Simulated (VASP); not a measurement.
# Rb (P6/mmm) in VASP: a series of runs

Runs on Rb. Level: PBE. Tasks: single point, relaxation of cell and atoms.

All numbers are computed with VASP 6.6.1; they aren't measurements. Logs are shortened: lines on timing, memory, paths and dates and some standing lists are left out, and cuts for length are marked.

## (1) The cell of the first run

It takes space group P6/mmm (No. 191, hexagonal). Conventional cell: a = 4.676 Å, b = 4.676 Å, c = 4.384 Å, α = 90.00°, β = 90.00°, γ = 120.00°. Rb (site symmetry 6/mmm) has 8 Rb at 4.38 to 4.68 Å within 5.7 Å.

This isn't the form of Rb at room conditions, which is bcc.

## (2) Single point, PBE

File INCAR:

```
SYSTEM = Rb
PREC     = Accurate       ! precision mode
ENCUT    = 520            ! plane-wave cutoff, eV
EDIFF    = 1E-6           ! SCF threshold, eV
ISMEAR   = -1             ! smearing method
SIGMA    = 0.08           ! smearing width, eV
LREAL    = .False.        ! projectors in reciprocal space
LASPH    = .True.         ! aspherical terms in the spheres
NELM     = 100            ! most SCF steps
ALGO     = Normal         ! electronic algorithm
ISIF     = 2              ! what is computed and relaxed
LWAVE    = .False.        ! write WAVECAR
LCHARG   = .False.        ! write CHGCAR
GGA      = PE             ! functional
NBANDS   = 10             ! bands
```

File KPOINTS:

```
regular mesh
0
Gamma
  10 10 9
  0 0 0
```

File POSCAR:

```
Rb
1.0
    4.6764455201      0.0000000000      0.0000000000
   -2.3382227601      4.0499206198      0.0000000000
    0.0000000000      0.0000000000      4.3838772868
Rb
1
Direct
    0.0000000000      0.0000000000      0.0000000000
```

Potentials or basis: VASP PAW PBE potentials, release 64 (Rb_sv).

Command:

```sh
cat potpaw_PBE.64/Rb_sv/POTCAR > POTCAR
mpirun -np 1 vasp_std > vasp.out
```

OUTCAR:

```text
SYSTEM = Rb
   PREC = Accurate
   ENCUT = 520
   EDIFF = 1E-6
   ISMEAR = -1
   LREAL = .False.
   LASPH = .True.
   NELM = 100
   ISIF = 2
   GGA = PE

 ion  position               nearest neighbor table
   1  0.000  0.000  0.000-

  LATTYP: Found a hexagonal cell.
 ALAT       =     4.6764455201
 C/A-ratio  =     0.9374379041

  Lattice vectors:

 A1 = (   4.6764455201,   0.0000000000,   0.0000000000)
 A2 = (  -2.3382227601,   4.0499206198,   0.0000000000)
 A3 = (   0.0000000000,   0.0000000000,   4.3838772868)

Analysis of symmetry for initial positions (statically):
=====================================================================
 Subroutine PRICEL returns:
 Original cell was already a primitive cell.

 Routine SETGRP: Setting up the symmetry group for a
 hexagonal supercell.

 Subroutine GETGRP returns: Found 24 space group operations
 (whereof 24 operations were pure point group operations)
 out of a pool of 24 trial point group operations.

The static configuration has the point symmetry D_6h.

Analysis of symmetry for dynamics (positions and initial velocities):
=====================================================================
 Subroutine PRICEL returns:
 Original cell was already a primitive cell.

 Routine SETGRP: Setting up the symmetry group for a
 hexagonal supercell.

 Subroutine GETGRP returns: Found 24 space group operations
 (whereof 24 operations were pure point group operations)
 out of a pool of 24 trial point group operations.

The dynamic configuration has the point symmetry D_6h.

 Subroutine INISYM returns: Found 24 space group operations
 (whereof 24 operations are pure point group operations),
 and found     1 'primitive' translations

----------------------------------------------------------------------------------------

                                     Primitive cell

  volume of cell :      83.0273

  direct lattice vectors                    reciprocal lattice vectors
     4.676445520  0.000000000  0.000000000     0.213837624  0.123459210  0.000000000
    -2.338222760  4.049920620  0.000000000     0.000000000  0.246918420  0.000000000
     0.000000000  0.000000000  4.383877287     0.000000000  0.000000000  0.228108575

  length of vectors
     4.676445520  4.676445520  4.383877287     0.246918420  0.246918420  0.228108575

  position of ions in fractional coordinates (direct lattice)
     0.000000000  0.000000000  0.000000000

  ion indices of the primitive-cell ions
   primitive index   ion index
                 1           1

----------------------------------------------------------------------------------------

 KPOINTS: regular mesh

Automatic generation of k-mesh.
 Grid dimensions read from file:
 generate k-points for:   10   10    9

 Generating k-lattice:

  Cartesian coordinates                     Fractional coordinates (reciprocal lattice)
     0.021383762  0.012345921  0.000000000     0.100000000  0.000000000  0.000000000
     0.000000000  0.024691842  0.000000000     0.000000000  0.100000000  0.000000000
     0.000000000  0.000000000  0.025345397     0.000000000  0.000000000  0.111111111

  Length of vectors
     0.024691842  0.024691842  0.025345397

  Shift w.r.t. Gamma in fractional coordinates (k-lattice)
     0.000000000  0.000000000  0.000000000

 Subroutine IBZKPT returns following result:
 ===========================================

 Found     70 irreducible k-points:

 Following reciprocal coordinates:
            Coordinates               Weight
  0.000000  0.000000  0.000000      1.000000
  0.100000  0.000000  0.000000      6.000000
  0.200000  0.000000  0.000000      6.000000
  0.300000 -0.000000  0.000000      6.000000
  0.400000 -0.000000  0.000000      6.000000
  0.500000 -0.000000  0.000000      3.000000
[... 16 lines left out ...]
  0.300000  0.100000  0.111111     24.000000
  0.400000  0.100000  0.111111     24.000000
 [... further k-points ...]
   k-points           NKPTS =     70   k-points in BZ     NKDIM =     70   number of bands    NBANDS=     10
   number of dos      NEDOS =    301   number of ions     NIONS =      1
   total plane-waves  NPLWV =  46656
   dimension x,y,z NGX =    36 NGY =   36 NGZ =   36
   dimension x,y,z NGXF=    72 NGYF=   72 NGZF=   72
   ions per type =               1
   NGX,Y,Z   is equivalent  to a cutoff of  12.80, 12.80, 13.65 a.u.
   NGXF,Y,Z  is equivalent  to a cutoff of  25.60, 25.60, 27.30 a.u.
 SYSTEM =  Rb
   PREC   = accura    normal or accurate (medium, high low for compatibility)
   ISTART =      0    job   : 0-new  1-cont  2-samecut
   ICHARG =      2    charge: 1-file 2-atom 10-const
   ISPIN  =      1    spin polarized calculation?
   LNONCOLLINEAR =      F non collinear calculations
   LSORBIT =      F    spin-orbit coupling
   LASPH  =      T    aspherical Exc in radial PAW
   ENCUT  =  520.0 eV  38.22 Ry    6.18 a.u.   8.70  8.70  8.15*2*pi/ulx,y,z
   NELM   =    100;   NELMIN=  2; NELMDL= -5     # of ELM steps
   EDIFF  = 0.1E-05   stopping-criterion for ELM
   LREAL  =      F    real-space projection
   EDIFFG = 0.1E-04   stopping-criterion for IOM
   NSW    =      0    number of steps for IOM
   IBRION =     -1    ionic relax: 0-MD 1-quasi-New 2-CG
   NFREE  =      0    steps in history (QN), initial steepest desc. (CG)
   ISIF   =      2    stress and relaxation
   ISYM   =      2    0-nonsym 1-usesym 2-fastsym
   POTIM  = 0.5000    time-step for ionic-motion
   TEBEG  =    0.0;   TEEND  =   0.0 temperature during run
   PSTRESS=    0.0 pullay stress
   NELECT =       9.0000    total number of electrons
   NUPDOWN=      -1.0000    fix difference up-down
   EMIN   =  10.00;   EMAX   =-10.00  energy-range for DOS
   EFERMI =   0.00;   METHOD = LEGACY
   ISMEAR =    -1;   SIGMA  =   0.08  broadening in eV -4-tet -1-fermi 0-gaus
   EFERMI_NEDOS =   21; number of points for ismear=-14 and -15
   IALGO  =     38    algorithm
   IMIX   =      4    mixing-type and parameters
     AMIX     =   0.40;   BMIX     =  1.00
     AMIX_MAG =   1.60;   BMIX_MAG =  1.00
  volume/ion in A,a.u.               =      83.03       560.30
  Fermi-wavevector in a.u.,A,eV,Ry     =   0.780576  1.475075  8.290023  0.609299
  Thomas-Fermi vector in A             =   1.883916
   LORBIT       =      0    0 simple, 1 ext, 2 COOP (PROOUT), +10 PAW based schemes
   GGA     = PE    functional components
   LHFCALC =     F    Hartree Fock is set to
   AEXX    =    0.0000 exact exchange contribution
   IVDW    =     0    specifies the selected vdW correction
   LEPSILON=     F    determine dielectric tensor
   LRPA    =     F    only Hartree local field effects (RPA)
 non-spin polarized calculation
  energy-cutoff  :      520.00
  volume of cell :       83.03
 maximum number of plane-waves:      2256
 NGX is ok and might be reduce to    36
   NGX = 17   NGY = 17   NGZ = 17

 number of electron       9.0000000 magnetization

 Free energy of the ion-electron system (eV)
  ---------------------------------------------------
  ext. energy  EPLUGINS =         0.00000000
  ---------------------------------------------------
  free energy    TOTEN  =        -0.87745905 eV

  energy without entropy =       -0.85775489  energy(sigma->0) =       -0.86760697

 E-fermi :   0.2503     XC(G=0):  -5.6870

 val. band max:        0.2276385905   @ k =   0.4000   0.1000   0.0000
 cond. band min:       0.2620565138   @ k =   0.2000   0.0000   0.4444
 fundamental gap:      0.0344179233
 Fermi energy:         0.2503081043

 k-point     1 :       0.0000    0.0000    0.0000
  band No.  band energies     occupation
      1     -28.7154      2.00000
      2     -12.7343      2.00000
      3     -12.7343      2.00000
      4     -12.7278      2.00000
      5      -1.8517      2.00000
      6       2.6600      0.00000
      7       3.8954      0.00000
      8       3.8954      0.00000
      9       6.5201      0.00000
     10       6.5492      0.00000

 k-point     2 :       0.1000    0.0000    0.0000
  band No.  band energies     occupation
      1     -28.7147      2.00000
      2     -12.7496      2.00000
      3     -12.7378      2.00000
      4     -12.7262      2.00000
      5      -1.7326      2.00000
      6       2.7082      0.00000
      7       3.5287      0.00000
      8       4.0016      0.00000
      9       5.8891      0.00000
     10       6.5516      0.00000

 k-point     3 :       0.2000    0.0000    0.0000
  band No.  band energies     occupation
      1     -28.7128      2.00000
      2     -12.7893      2.00000
      3     -12.7469      2.00000
      4     -12.7220      2.00000
      5      -1.3881      2.00000
      6       2.7927      0.00000
      7       2.8604      0.00000
      8       4.3085      0.00000
      9       5.3536      0.00000
     10       6.4475      0.00000

 k-point     4 :       0.3000   -0.0000    0.0000
  band No.  band energies     occupation
      1     -28.7105      2.00000
      2     -12.8374      2.00000
      3     -12.7582      2.00000
      4     -12.7168      2.00000
      5      -0.8541      2.00000
      6       2.1302      0.00000
      7       2.8593      0.00000
      8       4.7768      0.00000
      9       4.9638      0.00000
     10       6.2242      0.00000

 k-point     5 :       0.4000   -0.0000    0.0000
  band No.  band energies     occupation
      1     -28.7086      2.00000
      2     -12.8757      2.00000
      3     -12.7672      2.00000
      4     -12.7126      2.00000
      5      -0.1936      1.99224
      6       1.4290      0.00000
      7       2.7768      0.00000
      8       4.7276      0.00000
      9       5.3145      0.00000
     10       6.2304      0.00000

 k-point     6 :       0.5000   -0.0000    0.0000
  band No.  band energies     occupation
      1     -28.7079      2.00000
      2     -12.8901      2.00000
      3     -12.7707      2.00000
      4     -12.7110      2.00000
      5       0.3357      0.51201
      6       0.8973      0.00061
      7       2.7140      0.00000
      8       4.6485      0.00000
      9       5.6343      0.00000
     10       6.1943      0.00000
[... 183 lines left out ...]
 k-point    21 :       0.1000    0.1000    0.1111
  band No.  band energies     occupation
      1     -28.7124      2.00000
      2     -12.7738      2.00000
      3     -12.7461      2.00000
      4     -12.7432      2.00000
      5      -1.3808      2.00000
      6       2.7710      0.00000
      7       3.1089      0.00000
      8       4.2020      0.00000
      9       5.0303      0.00000
     10       6.0033      0.00000

 k-point    22 :       0.2000    0.1000    0.1111
  band No.  band energies     occupation
      1     -28.7103      2.00000
      2     -12.8146      2.00000
      3     -12.7560      2.00000
      4     -12.7411      2.00000
      5      -0.9447      2.00000
      6       2.4916      0.00000
      7       2.9002      0.00000
      8       4.2227      0.00000
      9       4.9102      0.00000
     10       5.8062      0.00000

 k-point    23 :       0.3000    0.1000    0.1111
  band No.  band energies     occupation
      1     -28.7082      2.00000
      2     -12.8546      2.00000
      3     -12.7689      2.00000
      4     -12.7361      2.00000
      5      -0.3464      1.99885
      6       1.8464      0.00000
      7       2.8708      0.00000
      8       4.1946      0.00000
      9       5.0504      0.00000
     10       5.8001      0.00000

 k-point    24 :       0.4000    0.1000    0.1111
  band No.  band energies     occupation
      1     -28.7069      2.00000
      2     -12.8790      2.00000
      3     -12.7769      2.00000
      4     -12.7329      2.00000
      5       0.3357      0.51165
      6       1.1708      0.00002
      7       2.7381      0.00000
      8       4.3398      0.00000
      9       4.9926      0.00000
     10       6.0887      0.00000

 [... further k-points ...]
[... 5 lines left out ...]
  --------------------------------------------------------------------------------------
  -------------------------------------------------------------------------------------
  Total        0.2234640      0.2234640      0.2228792     -0.0000000     -0.0000000      0.0000000
  in kB        4.3121854      4.3121854      4.3009003     -0.0000000     -0.0000000      0.0000000
  external PRESSURE =       4.3084237 kB  Pullay stress =       0.0000000 kB

 VOLUME and BASIS-vectors are now :
 -----------------------------------------------------------------------------
  energy-cutoff  :      520.00
  volume of cell :       83.03
      direct lattice vectors                 reciprocal lattice vectors
     4.676445520  0.000000000  0.000000000     0.213837624  0.123459210  0.000000000
    -2.338222760  4.049920620  0.000000000     0.000000000  0.246918420  0.000000000
     0.000000000  0.000000000  4.383877287     0.000000000  0.000000000  0.228108575

 POSITION                                       TOTAL-FORCE (eV/Angst)
 -----------------------------------------------------------------------------------
      0.00000      0.00000      0.00000         0.000000      0.000000      0.000000
 -----------------------------------------------------------------------------------
    total drift:                                0.000000     -0.000000     -0.000000

  FREE ENERGIE OF THE ION-ELECTRON SYSTEM (eV)
  ---------------------------------------------------
  free  energy   TOTEN  =        -0.8774590505 eV

  energy  without entropy=       -0.8577548916  energy(sigma->0) =       -0.86760697
```

Wall time 13 s (1 thread of Intel Xeon 6975P-C (Granite Rapids), shared host); peak memory 0.22 GiB.

What came out:

- Free energy: -0.8775 eV
- Pressure: 0.4 GPa
- Band gap on the k mesh: zero (an odd number of electrons rules out a gap without spin polarisation)

(Continued in part 2 of 2.)
